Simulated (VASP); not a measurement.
# TiO2 (P4_2nm) in VASP: notebook

The runs below take TiO2 through single point, with PBE+U.

Everything below comes from runs of VASP 6.6.1. Logs are shortened: lines on timing, memory, paths and dates and some standing lists are left out, and cuts for length are marked.

## 1. The cell of the first run

Symmetry: P4_2nm, No. 102, tetragonal system. Conventional cell: a = 4.640 Å, b = 4.640 Å, c = 3.006 Å, α = 90.00°, β = 90.00°, γ = 90.00°. Within 2.3 Å of Ti (site symmetry 2mm) lie 6 O at 1.76 to 2.20 Å. Within 2.3 Å of O (site symmetry m) lie 3 Ti at 1.76 to 2.20 Å.

## 2. Single point, PBE+U (atoms displaced along a vibrational mode)

The input, INCAR:

```
PREC     = Accurate       # precision mode
ENCUT    = 520            # plane-wave cutoff, eV
EDIFF    = 1E-6           # SCF threshold, eV
ISMEAR   = 0              # smearing method
SIGMA    = 0.05           # smearing width, eV
LREAL    = F              # projectors in reciprocal space
LASPH    = T              # aspherical terms in the spheres
NELM     = 150            # most SCF steps
ALGO     = Normal         # electronic algorithm
ISIF     = 2              # what is computed and relaxed
LWAVE    = F              # write WAVECAR
LCHARG   = F              # write CHGCAR
LMAXMIX  = 4              # l up to which the mixer works
LDAU     = T              # DFT+U
LDAUTYPE = 2            
LDAUL    = 2 -1           # shell
LDAUU    = 4 0            # U, eV
LDAUJ    = 0 0          
LDAUPRINT= 1            
GGA      = PE             # functional
NBANDS   = 33             # bands
```

The input, KPOINTS:

```
regular mesh
0
Gamma
  6 6 10
```

The input, POSCAR:

```
TiO2
1.0
    4.6403824120      0.0000000000      0.0000000000
    0.0000000000      4.6403824120      0.0000000000
    0.0000000000      0.0000000000      3.0063836717
Ti O
2 4
Direct
    0.0000000000      0.0000000000      0.0389117058
    0.5000000000      0.5000000000      0.5389117058
    0.3056475955      0.3056475955     -0.0582094700
    0.1943524045      0.8056475955      0.4417905300
    0.6943524045      0.6943524045     -0.0582094700
    0.8056475955      0.1943524045      0.4417905300
```

Potentials or basis: VASP PAW PBE potentials, release 64 (Ti_sv, O).

Launch:

```bash
> cat potpaw_PBE.64/Ti_sv/POTCAR potpaw_PBE.64/O/POTCAR > POTCAR
> mpirun -np 1 vasp_std > vasp.out
```

OUTCAR:

```text
PREC = Accurate
   ENCUT = 520
   EDIFF = 1E-6
   ISMEAR = 0
   LREAL = F
   LASPH = T
   NELM = 150
   ISIF = 2
   GGA = PE

 ion  position               nearest neighbor table
   1  0.000  0.000  0.039-   4 1.76   6 1.76   5 2.03   3 2.03   4 2.20   6 2.20
   2  0.500  0.500  0.539-   3 1.76   5 1.76   4 2.03   6 2.03   3 2.20   5 2.20
   3  0.306  0.306  0.942-   2 1.76   1 2.03   2 2.20
   4  0.194  0.806  0.442-   1 1.76   2 2.03   1 2.20
   5  0.694  0.694  0.942-   2 1.76   1 2.03   2 2.20
   6  0.806  0.194  0.442-   1 1.76   2 2.03   1 2.20

  LATTYP: Found a simple tetragonal cell.
 ALAT       =     4.6403824120
 C/A-ratio  =     0.6478741200

  Lattice vectors:

 A1 = (   4.6403824120,   0.0000000000,   0.0000000000)
 A2 = (   0.0000000000,   4.6403824120,   0.0000000000)
 A3 = (   0.0000000000,   0.0000000000,   3.0063836717)

Analysis of symmetry for initial positions (statically):
=====================================================================
 Subroutine PRICEL returns:
 Original cell was already a primitive cell.

 Routine SETGRP: Setting up the symmetry group for a
 simple tetragonal supercell.

 Subroutine GETGRP returns: Found  8 space group operations
 (whereof  4 operations were pure point group operations)
 out of a pool of 16 trial point group operations.

The static configuration has the point symmetry C_2v.
 The point group associated with its full space group is C_4v.

Analysis of symmetry for dynamics (positions and initial velocities):
=====================================================================
 Subroutine PRICEL returns:
 Original cell was already a primitive cell.

 Routine SETGRP: Setting up the symmetry group for a
 simple tetragonal supercell.

 Subroutine GETGRP returns: Found  8 space group operations
 (whereof  4 operations were pure point group operations)
 out of a pool of 16 trial point group operations.

The dynamic configuration has the point symmetry C_2v.
 The point group associated with its full space group is C_4v.

 Subroutine INISYM returns: Found  8 space group operations
 (whereof  4 operations are pure point group operations),
 and found     1 'primitive' translations

----------------------------------------------------------------------------------------

                                     Primitive cell

  volume of cell :      64.7369

  direct lattice vectors                    reciprocal lattice vectors
     4.640382412  0.000000000  0.000000000     0.215499481  0.000000000  0.000000000
     0.000000000  4.640382412  0.000000000     0.000000000  0.215499481  0.000000000
     0.000000000  0.000000000  3.006383672     0.000000000  0.000000000  0.332625543

  length of vectors
     4.640382412  4.640382412  3.006383672     0.215499481  0.215499481  0.332625543

  position of ions in fractional coordinates (direct lattice)
     0.000000000  0.000000000  0.038911706
     0.500000000  0.500000000  0.538911706
     0.305647595  0.305647595  0.941790530
     0.194352405  0.805647595  0.441790530
     0.694352405  0.694352405  0.941790530
     0.805647595  0.194352405  0.441790530

  ion indices of the primitive-cell ions
   primitive index   ion index
                 1           1
                 2           2
                 3           3
                 4           4
                 5           5
                 6           6

[... 107 lines left out ...]
 Gauss-broadening in eV      SIGMA  =   0.05
  energy-cutoff  :      520.00
  volume of cell :       64.74
 maximum number of plane-waves:      1764
 NGX is ok and might be reduce to    36
   NGX = 17   NGY = 17   NGZ = 11

atom =   1  type =  1  l = 2

 onsite density matrix

spin component  1

  0.2131  0.0000 -0.0402  0.0000  0.0000
  0.0000  0.2085  0.0000 -0.0931  0.0000
 -0.0402  0.0000  0.1345  0.0000 -0.0000
  0.0000 -0.0931  0.0000  0.2085  0.0000
  0.0000  0.0000 -0.0000  0.0000  0.1134

spin component  2

  0.2131  0.0000 -0.0402  0.0000  0.0000
  0.0000  0.2085  0.0000 -0.0931  0.0000
 -0.0402  0.0000  0.1345  0.0000 -0.0000
  0.0000 -0.0931  0.0000  0.2085  0.0000
  0.0000  0.0000 -0.0000  0.0000  0.1134

 occupancies and eigenvectors

  o =  0.1134  v =  0.0000  0.0000  0.0000  0.0000  1.0000  0.0000  0.0000  0.0000  0.0000  0.0000      0.0000  0.0000  0.0000  0.0000  0.0000  0.0000  0.0000  0.0000  0.0000  0.0000
  o =  0.1134  v =  0.0000  0.0000  0.0000  0.0000  0.0000  0.0000  0.0000  0.0000  0.0000  1.0000      0.0000  0.0000  0.0000  0.0000  0.0000  0.0000  0.0000  0.0000  0.0000  0.0000
  o =  0.1154  v =  0.0000 -0.7071  0.0000 -0.7071  0.0000  0.0000  0.0000  0.0000  0.0000  0.0000      0.0000  0.0000  0.0000  0.0000  0.0000  0.0000  0.0000  0.0000  0.0000  0.0000
  o =  0.1154  v =  0.0000  0.0000  0.0000  0.0000  0.0000  0.0000 -0.7071  0.0000 -0.7071  0.0000      0.0000  0.0000  0.0000  0.0000  0.0000  0.0000  0.0000  0.0000  0.0000  0.0000
  o =  0.1175  v =  0.0000  0.0000  0.0000  0.0000  0.0000 -0.3879  0.0000 -0.9217  0.0000  0.0000      0.0000  0.0000  0.0000  0.0000  0.0000  0.0000  0.0000  0.0000  0.0000  0.0000
  o =  0.1175  v = -0.3879  0.0000 -0.9217  0.0000  0.0000  0.0000  0.0000  0.0000  0.0000  0.0000      0.0000  0.0000  0.0000  0.0000  0.0000  0.0000  0.0000  0.0000  0.0000  0.0000
  o =  0.2300  v = -0.9217  0.0000  0.3879  0.0000 -0.0000  0.0000  0.0000  0.0000  0.0000  0.0000      0.0000  0.0000  0.0000  0.0000  0.0000  0.0000  0.0000  0.0000  0.0000  0.0000
  o =  0.2300  v =  0.0000  0.0000  0.0000  0.0000  0.0000 -0.9217  0.0000  0.3879  0.0000 -0.0000      0.0000  0.0000  0.0000  0.0000  0.0000  0.0000  0.0000  0.0000  0.0000  0.0000
  o =  0.3016  v =  0.0000  0.0000  0.0000  0.0000  0.0000  0.0000  0.7071  0.0000 -0.7071  0.0000      0.0000  0.0000  0.0000  0.0000  0.0000  0.0000  0.0000  0.0000  0.0000  0.0000
  o =  0.3016  v =  0.0000  0.7071  0.0000 -0.7071  0.0000  0.0000  0.0000  0.0000  0.0000  0.0000      0.0000  0.0000  0.0000  0.0000  0.0000  0.0000  0.0000  0.0000  0.0000  0.0000

atom =   2  type =  1  l = 2

 onsite density matrix

spin component  1

  0.2131  0.0000  0.0402  0.0000  0.0000
  0.0000  0.2085  0.0000  0.0931  0.0000
  0.0402  0.0000  0.1345  0.0000  0.0000
  0.0000  0.0931  0.0000  0.2085  0.0000
  0.0000  0.0000  0.0000  0.0000  0.1134

spin component  2

  0.2131  0.0000  0.0402  0.0000  0.0000
  0.0000  0.2085  0.0000  0.0931  0.0000
  0.0402  0.0000  0.1345  0.0000  0.0000
  0.0000  0.0931  0.0000  0.2085  0.0000
  0.0000  0.0000  0.0000  0.0000  0.1134

 occupancies and eigenvectors

  o =  0.1134  v =  0.0000  0.0000 -0.0000  0.0000  1.0000  0.0000  0.0000  0.0000  0.0000  0.0000      0.0000  0.0000  0.0000  0.0000  0.0000  0.0000  0.0000  0.0000  0.0000  0.0000
  o =  0.1134  v =  0.0000  0.0000  0.0000  0.0000  0.0000  0.0000  0.0000 -0.0000  0.0000  1.0000      0.0000  0.0000  0.0000  0.0000  0.0000  0.0000  0.0000  0.0000  0.0000  0.0000
  o =  0.1154  v =  0.0000  0.7071  0.0000 -0.7071  0.0000  0.0000  0.0000  0.0000  0.0000  0.0000      0.0000  0.0000  0.0000  0.0000  0.0000  0.0000  0.0000  0.0000  0.0000  0.0000
  o =  0.1154  v =  0.0000  0.0000  0.0000  0.0000  0.0000  0.0000  0.7071  0.0000 -0.7071  0.0000      0.0000  0.0000  0.0000  0.0000  0.0000  0.0000  0.0000  0.0000  0.0000  0.0000
  o =  0.1175  v =  0.0000  0.0000  0.0000  0.0000  0.0000 -0.3879  0.0000  0.9217  0.0000  0.0000      0.0000  0.0000  0.0000  0.0000  0.0000  0.0000  0.0000  0.0000  0.0000  0.0000
  o =  0.1175  v = -0.3879  0.0000  0.9217  0.0000  0.0000  0.0000  0.0000  0.0000  0.0000  0.0000      0.0000  0.0000  0.0000  0.0000  0.0000  0.0000  0.0000  0.0000  0.0000  0.0000
  o =  0.2300  v = -0.9217  0.0000 -0.3879  0.0000 -0.0000  0.0000  0.0000  0.0000  0.0000  0.0000      0.0000  0.0000  0.0000  0.0000  0.0000  0.0000  0.0000  0.0000  0.0000  0.0000
  o =  0.2300  v =  0.0000  0.0000  0.0000  0.0000  0.0000 -0.9217  0.0000 -0.3879  0.0000 -0.0000      0.0000  0.0000  0.0000  0.0000  0.0000  0.0000  0.0000  0.0000  0.0000  0.0000
  o =  0.3016  v =  0.0000  0.0000  0.0000  0.0000  0.0000  0.0000 -0.7071  0.0000 -0.7071  0.0000      0.0000  0.0000  0.0000  0.0000  0.0000  0.0000  0.0000  0.0000  0.0000  0.0000
  o =  0.3016  v =  0.0000 -0.7071  0.0000 -0.7071  0.0000  0.0000  0.0000  0.0000  0.0000  0.0000      0.0000  0.0000  0.0000  0.0000  0.0000  0.0000  0.0000  0.0000  0.0000  0.0000

 number of electron      48.0000026 magnetization

 Free energy of the ion-electron system (eV)
  ---------------------------------------------------
  ext. energy  EPLUGINS =         0.00000000
  ---------------------------------------------------
  free energy    TOTEN  =       -47.67044314 eV

  energy without entropy =      -47.67044314  energy(sigma->0) =      -47.67044314

 E-fermi :   4.6178     XC(G=0): -11.1811

 val. band max:        4.4074015668   @ k =   0.0000   0.0000   0.0000
 cond. band min:       7.4874829394   @ k =   0.5000   0.5000   0.5000
 fundamental gap:      3.0800813726
 Fermi energy:         4.6178156171

 k-point     1 :       0.0000    0.0000    0.0000
  band No.  band energies     occupation
      1     -52.8629      2.00000
      2     -52.8491      2.00000
      3     -29.1904      2.00000
      4     -29.1904      2.00000
      5     -29.0534      2.00000
      6     -29.0205      2.00000
[... 853 lines left out ...]
     32       9.6378      0.00000
     33      11.7563      0.00000

 [... further k-points ...]

------------------------ aborting loop because EDIFF is reached ----------------------------------------

  FORCE on cell =-STRESS in cart. coord.  units (eV):
  Direction    XX          YY          ZZ          XY          YZ          ZX
  --------------------------------------------------------------------------------------
  -------------------------------------------------------------------------------------
  Total        5.8521707      5.8521707      8.4584688      0.0000000      0.0000000      0.0000000
  in kB      144.8356993    144.8356993    209.3391163      0.0000000      0.0000000      0.0000000
  external PRESSURE =     166.3368383 kB  Pullay stress =       0.0000000 kB

 VOLUME and BASIS-vectors are now :
 -----------------------------------------------------------------------------
  energy-cutoff  :      520.00
  volume of cell :       64.74
      direct lattice vectors                 reciprocal lattice vectors
     4.640382412  0.000000000  0.000000000     0.215499481  0.000000000  0.000000000
     0.000000000  4.640382412  0.000000000     0.000000000  0.215499481  0.000000000
     0.000000000  0.000000000  3.006383672     0.000000000  0.000000000  0.332625543

 POSITION                                       TOTAL-FORCE (eV/Angst)
 -----------------------------------------------------------------------------------
      0.00000      0.00000      0.11698         0.000000     -0.000000     -3.443499
      2.32019      2.32019      1.62018         0.000000     -0.000000     -3.443499
      1.41832      1.41832      2.83138        -1.138388     -1.138388      1.721749
      0.90187      3.73851      1.32819         1.138388     -1.138388      1.721749
      3.22206      3.22206      2.83138         1.138388      1.138388      1.721749
      3.73851      0.90187      1.32819        -1.138388      1.138388      1.721749
 -----------------------------------------------------------------------------------
    total drift:                                0.000000      0.000000      0.000533

  FREE ENERGIE OF THE ION-ELECTRON SYSTEM (eV)
  ---------------------------------------------------
  free  energy   TOTEN  =       -47.6704431425 eV

  energy  without entropy=      -47.6704431425  energy(sigma->0) =      -47.67044314
```

It took 3.9 min on 1 thread of Intel Xeon 8259CL, shared host; peak memory 0.24 GiB.

What came out:

```yaml
Free_energy: -47.6704 eV
Pressure: 16.6 GPa
Largest_force: 3.443 eV/Å
Band_gap_on_the_k_mesh: 3.08 eV (least direct gap 3.51 eV)
```

Forces on the atoms (eV/Å):
```
Ti   0.000  0.000 -3.443
Ti   0.000  0.000 -3.443
O   -1.138 -1.138  1.722
O    1.138 -1.138  1.722
O    1.138  1.138  1.722
O   -1.138  1.138  1.722
```

Stress tensor (GPa, compression positive):
```
14.48  0.00  0.00
 0.00 14.48  0.00
 0.00  0.00 20.93
```

Eigenvalues of the final occupation matrices:
```csv
site,spin,trace,eigenvalues
site 1 d,1,0.88,0.11 0.12 0.12 0.23 0.30
site 1 d,2,0.88,0.11 0.12 0.12 0.23 0.30
site 2 d,1,0.88,0.11 0.12 0.12 0.23 0.30
site 2 d,2,0.88,0.11 0.12 0.12 0.23 0.30
```

Caveat: the cell differs from its parent crystal (atoms displaced along a vibrational mode); the cell stands under pressure; forces of over 1 eV/Å act on the atoms, so gaps and moduli don't describe the material at rest.

(Continued in part 2 of 2.)
